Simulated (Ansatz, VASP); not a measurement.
**Lu in VASP and in Ansatz**

```
Lu
1.0
     3.50990    0.00000    0.00000
    -1.75495    3.03966    0.00000
     0.00000    0.00000    5.56660
Lu
2
Cartesian
  0.0000 2.0264 1.3917
  1.7549 1.0132 4.1749
```

Alike in both runs: task single point; functional LDA; k mesh 13 × 13 × 8; occupations fermi-dirac, width 0.03 eV; no spin polarisation.

|  | VASP | Ansatz |
| --- | --- | --- |
| version | VASP 6.6.1 | Ansatz 0.2.0 |
| potentials or method | VASP PAW PBE potentials, release 64 (Lu), cutoff 520 eV | all-electron LAPW, scalar-relativistic |

|  | VASP | Ansatz | Ansatz less VASP |
| --- | --- | --- | --- |
| pressure (GPa) | -5.7 | -5.9 | -0.16 |
| traceless stress, the component that is largest in VASP (GPa) | -0.98 | -0.96 | +0.025 |

VASP's potentials were made for PBE, not for LDA. LDA's correlation is that of Perdew and Zunger in VASP and of Perdew and Wang (1992) in Ansatz. Ansatz ran all-electron here, and VASP with PAW potentials.

Spin-orbit coupling is off throughout.
